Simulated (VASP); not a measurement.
Input of a VASP 6.6.1 run:

File INCAR:

```
PREC = Accurate
ENCUT = 600
EDIFF = 1E-7
ISMEAR = 0
SIGMA = 0.1
LREAL = False
LASPH = True
NELM = 60
ALGO = Fast
ISIF = 3
LWAVE = False
LCHARG = False
GGA = PE
IBRION = 2
NSW = 100
EDIFFG = -0.005
```

KPOINTS

```
regular mesh
0
Gamma
  18 18 10
```

File POSCAR:

```
Ti
1.0
    2.9499978604      0.0000000000      0.0000000000
   -1.4749989302      2.5547730882      0.0000000000
    0.0000000000      0.0000000000      4.6860000000
Ti
2
Direct
    0.3333333333      0.6666666667      0.2500000000
    0.6666666667      0.3333333333      0.7500000000
```

Potentials or basis: VASP PAW PBE potentials, release 64 (Ti_sv).

Command:

```sh
$ cat potpaw_PBE.64/Ti_sv/POTCAR > POTCAR
$ mpirun -np 1 vasp_std > vasp.out
```

**Question.** Predict the relaxed cell.

**Answer.** a = 2.937 Å, b = 2.937 Å, c = 4.646 Å, α = 90.00°, β = 90.00°, γ = 120.00°.

**Question.** What does it give for the space group after relaxing (to 0.1 Å)?

**Answer.** P6_3/mmc (No. 194).

Final structure:
```
Ti
1.0
     2.93670    0.00000    0.00000
    -1.46835    2.54326    0.00000
     0.00000    0.00000    4.64627
Ti
2
Cartesian
  0.0000 1.6955 1.1616
  1.4684 0.8478 3.4847
```
